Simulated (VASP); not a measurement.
Set up this calculation in VASP 6.6.1, as the native input.

```
Task                   : single point
Functional             : PBE
Potentials or basis    : VASP PAW PBE potentials, release 64 (Si, C)
Cutoff                 : 520 eV
k mesh                 : 10 × 10 × 10
Occupations            : gaussian, width 0.02 eV
Spin                   : no spin polarisation
Dipole correction      : no
Further INCAR settings : ALGO = Normal; EDIFF = 1e-06; NBANDS = 11
```

The structure of SiC lies in POSCAR:

```
SiC
1.0
    0.0000000000      2.0985150105      2.0985150105
    2.0985150105      0.0000000000      2.0985150105
    2.0985150105      2.0985150105      0.0000000000
Si C
1 1
Direct
    0.0000000000      0.0000000000      0.0000000000
    0.2500000000      0.2500000000      0.2500000000
```

This cell differs from its parent crystal: volume scaled by 0.88.

One way to write it, as run:

INCAR

```
SYSTEM = SiC
PREC = Accurate
ENCUT = 520
EDIFF = 1E-6
ISMEAR = 0
SIGMA = 0.02
LREAL = .False.
LASPH = .True.
NELM = 80
ALGO = Normal
ISIF = 2
LWAVE = .False.
LCHARG = .False.
GGA = PE
NBANDS = 11
```

KPOINTS

```
Automatic mesh
0
Gamma
  10 10 10
  0 0 0
```

Potentials or basis: VASP PAW PBE potentials, release 64 (Si, C).

Command:

```bash
$ cat potpaw_PBE.64/Si/POTCAR potpaw_PBE.64/C/POTCAR > POTCAR
$ mpirun -np 1 vasp_std > vasp.out
```

Results of the run:

* Pressure: 34.7 GPa
* Band gap on the k mesh: 1.24 eV, indirect (least direct gap 4.64 eV)

Wall time 6.1 s on 1 thread of Intel(R) Xeon(R) Platinum 8259CL CPU @ 2.50GHz (Skylake/Cascade Lake), on a shared host, peak memory 0.14 GiB.
